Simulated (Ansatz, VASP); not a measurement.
# One calculation of Al6H, two programs

```xyz
14
Lattice="5.7135 0.0000 0.0000 0.0000 5.7135 0.0000 0.0000 0.0000 22.1747" Properties=species:S:1:pos:R:3 pbc="T T T"
Al    1.4284    1.4284    4.0000
Al    1.4284    4.2851    4.0000
Al    4.2851    1.4284    4.0000
Al    4.2851    4.2851    4.0000
Al    0.0000    0.0000    6.0848
Al    0.0000    2.8568    6.0848
Al    2.8568    0.0000    6.0848
Al    2.8568    2.8568    6.0848
Al    1.4284    1.4284    8.1747
Al    1.4284    4.2851    8.1747
Al    4.2851    1.4284    8.1747
Al    4.2851    4.2851    8.1747
H     0.0000   -0.7475    9.2647
H     0.0000    0.7475    9.2647
```

Alike in both runs: task single point; functional PBE; k mesh 5 × 5 × 1; occupations gaussian, width 0.1 eV; no spin polarisation.

|  | VASP | Ansatz |
| --- | --- | --- |
| version | VASP 6.6.1 | Ansatz 0.2.0 |
| potentials or method | VASP PAW PBE potentials, release 64 (Al, H), cutoff 520 eV | scalar-relativistic, plane waves, PAW |
| valence electrons in the cell | 38 | 38 |

```tsv
	VASP	Ansatz	Ansatz less VASP
gap on the k mesh at the Fermi level (eV)	none	none	-
rms of the force components (eV/Å)	0.204	0.204	+0.0001
```

Atom by atom the forces differ by 0.001 eV/Å (rms over components). A gap of «none» marks a metal or a gap that the smearing closes.
